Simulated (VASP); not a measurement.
A run of VASP 6.6.1 is set up as follows.

The input INCAR:

```
  PREC = Accurate
  ENCUT = 520
  EDIFF = 1E-6
  ISMEAR = 0
  SIGMA = 0.1
  LREAL = F
  LASPH = T
  NELM = 100
  ALGO = Normal
  ISIF = 2
  LWAVE = F
  LCHARG = F
  GGA = PE
  NBANDS = 14
```

The input KPOINTS:

```
Automatic mesh
0
Gamma
  6 6 6
```

File POSCAR:

```
As
1.0
   -2.5968798583      2.5968798583      2.5968798583
    2.5968798583     -2.5968798583      2.5968798583
    2.5968798583      2.5968798583     -2.5968798583
As
3
Direct
    0.0000000000      0.5000000000      0.5000000000
    0.5000000000      0.0000000000      0.5000000000
    0.5000000000      0.5000000000      0.0000000000
```

Potentials or basis: VASP PAW PBE potentials, release 64 (As).

Launch:

```bash
$ cat potpaw_PBE.64/As/POTCAR > POTCAR
$ mpirun -np 1 vasp_std > vasp.out
```

**Question.** Predict the pressure.

**Answer.** 0.1 GPa.
